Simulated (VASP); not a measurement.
# CdS (P6_3mc) in VASP: single point with PBE

Aim: the single point of CdS with PBE.

Everything below comes from runs of VASP 6.6.1. Logs are shortened: lines on timing, memory, paths and dates and some standing lists are left out, and cuts for length are marked.

### 1 The cell of the first run

The structure is hexagonal, space group P6_3mc (No. 186). The conventional cell has a = 4.197 Å, b = 4.197 Å, c = 6.830 Å, α = 90.00°, β = 90.00°, γ = 120.00°. Within 3.4 Å of Cd (site symmetry 3m) lie 4 S at 2.57 Å. Within 3.4 Å of S (site symmetry 3m) lie 4 Cd at 2.57 Å.

### 2 Single point, PBE

INCAR

```
  PREC = Accurate
  ENCUT = 500
  EDIFF = 1E-6
  ISMEAR = 0
  SIGMA = 0.02
  LREAL = F
  LASPH = T
  NELM = 120
  ALGO = Normal
  ISIF = 2
  LWAVE = F
  LCHARG = F
  GGA = PE
  NBANDS = 26
  GGA_COMPAT = F
```

KPOINTS

```
Automatic mesh
0
Gamma
  9 9 4
```

POSCAR

```
CdS
1.0
    4.1968524163      0.0000000000      0.0000000000
   -2.0984262081      3.6345808084      0.0000000000
    0.0000000000      0.0000000000      6.8296508617
Cd S
2 2
Direct
    0.3333333333      0.6666666667      0.0002179939
    0.6666666667      0.3333333333      0.5002179939
    0.3333333333      0.6666666667      0.3767820061
    0.6666666667      0.3333333333      0.8767820061
```

Potentials or basis: VASP PAW PBE potentials, release 64 (Cd, S).

Command:

```bash
cat potpaw_PBE.64/Cd/POTCAR potpaw_PBE.64/S/POTCAR > POTCAR
mpirun -np 1 vasp_std > vasp.out
```

OUTCAR:

```text
PREC = Accurate
   ENCUT = 500
   EDIFF = 1E-6
   ISMEAR = 0
   LREAL = F
   LASPH = T
   NELM = 120
   ISIF = 2
   GGA = PE

 ion  position               nearest neighbor table
   1  0.333  0.667  0.000-   4 2.57   4 2.57   4 2.57   3 2.57
   2  0.667  0.333  0.500-   3 2.57   3 2.57   3 2.57   4 2.57
   3  0.333  0.667  0.377-   2 2.57   2 2.57   2 2.57   1 2.57
   4  0.667  0.333  0.877-   1 2.57   1 2.57   1 2.57   2 2.57

  LATTYP: Found a hexagonal cell.
 ALAT       =     4.1968524163
 C/A-ratio  =     1.6273269070

  Lattice vectors:

 A1 = (   4.1968524163,   0.0000000000,   0.0000000000)
 A2 = (  -2.0984262081,   3.6345808084,   0.0000000000)
 A3 = (   0.0000000000,   0.0000000000,   6.8296508617)

Analysis of symmetry for initial positions (statically):
=====================================================================
 Subroutine PRICEL returns:
 Original cell was already a primitive cell.

 Routine SETGRP: Setting up the symmetry group for a
 hexagonal supercell.

 Subroutine GETGRP returns: Found 12 space group operations
 (whereof  6 operations were pure point group operations)
 out of a pool of 24 trial point group operations.

The static configuration has the point symmetry C_3v.
 The point group associated with its full space group is C_6v.

Analysis of symmetry for dynamics (positions and initial velocities):
=====================================================================
 Subroutine PRICEL returns:
 Original cell was already a primitive cell.

 Routine SETGRP: Setting up the symmetry group for a
 hexagonal supercell.

 Subroutine GETGRP returns: Found 12 space group operations
 (whereof  6 operations were pure point group operations)
 out of a pool of 24 trial point group operations.

The dynamic configuration has the point symmetry C_3v.
 The point group associated with its full space group is C_6v.

 Subroutine INISYM returns: Found 12 space group operations
 (whereof  6 operations are pure point group operations),
 and found     1 'primitive' translations

----------------------------------------------------------------------------------------

                                     Primitive cell

  volume of cell :     104.1781

  direct lattice vectors                    reciprocal lattice vectors
     4.196852416  0.000000000  0.000000000     0.238273806  0.137567446  0.000000000
    -2.098426208  3.634580808  0.000000000     0.000000000  0.275134892  0.000000000
     0.000000000  0.000000000  6.829650862     0.000000000  0.000000000  0.146420369

  length of vectors
     4.196852416  4.196852416  6.829650862     0.275134892  0.275134892  0.146420369

  position of ions in fractional coordinates (direct lattice)
     0.333333333  0.666666667  0.000217994
     0.666666667  0.333333333  0.500217994
     0.333333333  0.666666667  0.376782006
     0.666666667  0.333333333  0.876782006

  ion indices of the primitive-cell ions
   primitive index   ion index
                 1           1
                 2           2
                 3           3
                 4           4

----------------------------------------------------------------------------------------

 KPOINTS: Automatic mesh

Automatic generation of k-mesh.
 Grid dimensions read from file:
 generate k-points for:    9    9    4

 Generating k-lattice:

  Cartesian coordinates                     Fractional coordinates (reciprocal lattice)
     0.026474867  0.015285272  0.000000000     0.111111111  0.000000000  0.000000000
     0.000000000  0.030570544  0.000000000     0.000000000  0.111111111  0.000000000
     0.000000000  0.000000000  0.036605092     0.000000000  0.000000000  0.250000000

  Length of vectors
     0.030570544  0.030570544  0.036605092

  Shift w.r.t. Gamma in fractional coordinates (k-lattice)
     0.000000000  0.000000000  0.000000000

 Subroutine IBZKPT returns following result:
 ===========================================

 Found     36 irreducible k-points:

 Following reciprocal coordinates:
            Coordinates               Weight
  0.000000  0.000000  0.000000      1.000000
  0.111111  0.000000  0.000000      6.000000
  0.222222  0.000000  0.000000      6.000000
  0.333333  0.000000  0.000000      6.000000
  0.444444  0.000000  0.000000      6.000000
  0.111111  0.111111  0.000000      6.000000
[... 16 lines left out ...]
  0.333333  0.222222  0.250000     24.000000
  0.333333  0.333333  0.250000      4.000000
 [... further k-points ...]
   k-points           NKPTS =     36   k-points in BZ     NKDIM =     36   number of bands    NBANDS=     26
   number of dos      NEDOS =    301   number of ions     NIONS =      4
   total plane-waves  NPLWV =  51200
   dimension x,y,z NGX =    32 NGY =   32 NGZ =   50
   dimension x,y,z NGXF=    64 NGYF=   64 NGZF=  100
   ions per type =               2   2
   NGX,Y,Z   is equivalent  to a cutoff of  12.68, 12.68, 12.17 a.u.
   NGXF,Y,Z  is equivalent  to a cutoff of  25.35, 25.35, 24.34 a.u.
 SYSTEM =  unknown system
   PREC   = accura    normal or accurate (medium, high low for compatibility)
   ISTART =      0    job   : 0-new  1-cont  2-samecut
   ICHARG =      2    charge: 1-file 2-atom 10-const
   ISPIN  =      1    spin polarized calculation?
   LNONCOLLINEAR =      F non collinear calculations
   LSORBIT =      F    spin-orbit coupling
   LASPH  =      T    aspherical Exc in radial PAW
   ENCUT  =  500.0 eV  36.75 Ry    6.06 a.u.   7.65  7.65 12.45*2*pi/ulx,y,z
   NELM   =    120;   NELMIN=  2; NELMDL= -5     # of ELM steps
   EDIFF  = 0.1E-05   stopping-criterion for ELM
   LREAL  =      F    real-space projection
   EDIFFG = 0.1E-04   stopping-criterion for IOM
   NSW    =      0    number of steps for IOM
   IBRION =     -1    ionic relax: 0-MD 1-quasi-New 2-CG
   NFREE  =      0    steps in history (QN), initial steepest desc. (CG)
   ISIF   =      2    stress and relaxation
   ISYM   =      2    0-nonsym 1-usesym 2-fastsym
   POTIM  = 0.5000    time-step for ionic-motion
   TEBEG  =    0.0;   TEEND  =   0.0 temperature during run
   PSTRESS=    0.0 pullay stress
   NELECT =      36.0000    total number of electrons
   NUPDOWN=      -1.0000    fix difference up-down
   EMIN   =  10.00;   EMAX   =-10.00  energy-range for DOS
   EFERMI =   0.00;   METHOD = LEGACY
   ISMEAR =     0;   SIGMA  =   0.02  broadening in eV -4-tet -1-fermi 0-gaus
   EFERMI_NEDOS =   21; number of points for ismear=-14 and -15
   IALGO  =     38    algorithm
   IMIX   =      4    mixing-type and parameters
     AMIX     =   0.40;   BMIX     =  1.00
     AMIX_MAG =   1.60;   BMIX_MAG =  1.00
  volume/ion in A,a.u.               =      26.04       175.76
  Fermi-wavevector in a.u.,A,eV,Ry     =   1.148815  2.170946 17.956646  1.319776
  Thomas-Fermi vector in A             =   2.285488
   LORBIT       =      0    0 simple, 1 ext, 2 COOP (PROOUT), +10 PAW based schemes
   GGA     = PE    functional components
   LHFCALC =     F    Hartree Fock is set to
   AEXX    =    0.0000 exact exchange contribution
   IVDW    =     0    specifies the selected vdW correction
   LEPSILON=     F    determine dielectric tensor
   LRPA    =     F    only Hartree local field effects (RPA)
 non-spin polarized calculation
 Gauss-broadening in eV      SIGMA  =   0.02
  energy-cutoff  :      500.00
  volume of cell :      104.18
 maximum number of plane-waves:      2677
 NGX is ok and might be reduce to    32
   NGX = 15   NGY = 15   NGZ = 25

 number of electron      36.0000000 magnetization

 Free energy of the ion-electron system (eV)
  ---------------------------------------------------
  ext. energy  EPLUGINS =         0.00000000
  ---------------------------------------------------
  free energy    TOTEN  =       -12.29941740 eV

  energy without entropy =      -12.29941740  energy(sigma->0) =      -12.29941740

 E-fermi :   1.0055     XC(G=0):  -8.9181

 val. band max:        0.9091242519   @ k =   0.0000   0.0000   0.0000
 cond. band min:       2.0216076692   @ k =   0.0000   0.0000   0.0000
 fundamental gap:      1.1124834173
 Fermi energy:         1.0055453034

 k-point     1 :       0.0000    0.0000    0.0000
  band No.  band energies     occupation
      1     -11.1777      2.00000
      2     -10.7904      2.00000
      3      -6.6380      2.00000
      4      -6.6324      2.00000
      5      -6.6324      2.00000
      6      -6.5582      2.00000
[... 18 lines left out ...]
     25       8.4573      0.00000
     26       8.4602      0.00000

 k-point     2 :       0.1111    0.0000    0.0000
  band No.  band energies     occupation
      1     -11.1381      2.00000
      2     -10.7728      2.00000
      3      -6.6262      2.00000
      4      -6.6163      2.00000
      5      -6.6000      2.00000
      6      -6.5395      2.00000
[... 18 lines left out ...]
     25       8.3790      0.00000
     26       8.7106      0.00000

 k-point     3 :       0.2222    0.0000    0.0000
  band No.  band energies     occupation
      1     -11.0345      2.00000
      2     -10.7312      2.00000
      3      -6.5919      2.00000
      4      -6.5798      2.00000
      5      -6.5143      2.00000
      6      -6.4791      2.00000
[... 18 lines left out ...]
     25       8.6454      0.00000
     26       9.3834      0.00000

 k-point     4 :       0.3333    0.0000    0.0000
  band No.  band energies     occupation
      1     -10.9079      2.00000
      2     -10.6921      2.00000
      3      -6.5617      2.00000
      4      -6.5481      2.00000
      5      -6.4342      2.00000
      6      -6.4155      2.00000
[... 18 lines left out ...]
     25       9.2154      0.00000
     26       9.5926      0.00000
[... 496 lines left out ...]
      1     -10.8190      2.00000
      2     -10.7010      2.00000
      3      -6.5369      2.00000
      4      -6.5144      2.00000
      5      -6.4397      2.00000
      6      -6.4195      2.00000
[... 18 lines left out ...]
     25       8.8292      0.00000
     26       9.8419      0.00000

 k-point    23 :       0.3333    0.2222    0.2500
  band No.  band energies     occupation
      1     -10.7484      2.00000
      2     -10.6895      2.00000
      3      -6.5347      2.00000
      4      -6.4868      2.00000
      5      -6.4277      2.00000
      6      -6.3920      2.00000
[... 18 lines left out ...]
     25       9.4283      0.00000
     26      10.0510      0.00000

 k-point    24 :       0.3333    0.3333    0.2500
  band No.  band energies     occupation
      1     -10.7051      2.00000
      2     -10.7051      2.00000
      3      -6.5385      2.00000
      4      -6.4456      2.00000
      5      -6.4456      2.00000
      6      -6.3846      2.00000
[... 18 lines left out ...]
     25      10.1650      0.00000
     26      10.1965      0.00000

 [... further k-points ...]
[... 5 lines left out ...]
  --------------------------------------------------------------------------------------
  -------------------------------------------------------------------------------------
  Total        0.1705286      0.1705286      0.1728505      0.0000000      0.0000000      0.0000000
  in kB        2.6225950      2.6225950      2.6583037      0.0000000      0.0000000      0.0000000
  external PRESSURE =       2.6344979 kB  Pullay stress =       0.0000000 kB

 VOLUME and BASIS-vectors are now :
 -----------------------------------------------------------------------------
  energy-cutoff  :      500.00
  volume of cell :      104.18
      direct lattice vectors                 reciprocal lattice vectors
     4.196852416  0.000000000  0.000000000     0.238273806  0.137567446  0.000000000
    -2.098426208  3.634580808  0.000000000     0.000000000  0.275134892  0.000000000
     0.000000000  0.000000000  6.829650862     0.000000000  0.000000000  0.146420369

 POSITION                                       TOTAL-FORCE (eV/Angst)
 -----------------------------------------------------------------------------------
     -0.00000      2.42305      0.00149         0.000000      0.000000      0.000262
      2.09843      1.21153      3.41631        -0.000000     -0.000000      0.000262
     -0.00000      2.42305      2.57329         0.000000      0.000000     -0.000262
      2.09843      1.21153      5.98811        -0.000000     -0.000000     -0.000262
 -----------------------------------------------------------------------------------
    total drift:                               -0.000000      0.000000     -0.000299

  FREE ENERGIE OF THE ION-ELECTRON SYSTEM (eV)
  ---------------------------------------------------
  free  energy   TOTEN  =       -12.2994173963 eV

  energy  without entropy=      -12.2994173963  energy(sigma->0) =      -12.29941740
```

It took 55 s on 1 thread of Intel Xeon Platinum 8259CL at 2.50GHz (Skylake/Cascade Lake), shared host; peak memory 0.25 GiB.

Results:

| Property | Result |
| --- | --- |
| Free energy | -12.2994 eV |
| Pressure | 0.3 GPa |
| Band gap on the k mesh | 1.11 eV |
